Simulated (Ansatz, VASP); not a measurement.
## Two plane-wave programs on BP

```xyz
2
Lattice="0.0000 2.3598 2.0875 2.3598 0.0000 2.0875 2.3598 2.3598 0.0000" Properties=species:S:1:pos:R:3 pbc="T T T"
B     0.0000    0.0000    0.0000
P     3.5396    3.5396    3.1312
```

Change from the starting cell: strain +0.040 along x and y, -0.080 along z, atoms carried along.

Alike in both runs: task single point; functional r2SCAN; k mesh 10 × 10 × 10; occupations gaussian, width 0.05 eV; no spin polarisation.

|  | VASP | Ansatz |
| --- | --- | --- |
| version | VASP 6.6.1 | Ansatz 0.2.0 |
| potentials or method | VASP PAW PBE potentials, release 64 (B, P), cutoff 520 eV | scalar-relativistic, plane waves, PAW |
| valence electrons in the cell | 8 | 8 |

|  | VASP | Ansatz | Ansatz less VASP |
| --- | --- | --- | --- |
| gap on the k mesh at the Fermi level (eV) | none | none | - |
| pressure (GPa) | -0.1 | 0.4 | +0.51 |
| traceless stress, the component that is largest in VASP (GPa) | 19.63 | 19.52 | -0.107 |

VASP's potentials were made for PBE, not for r2SCAN. A gap of «none» marks a metal or a gap that the smearing closes.
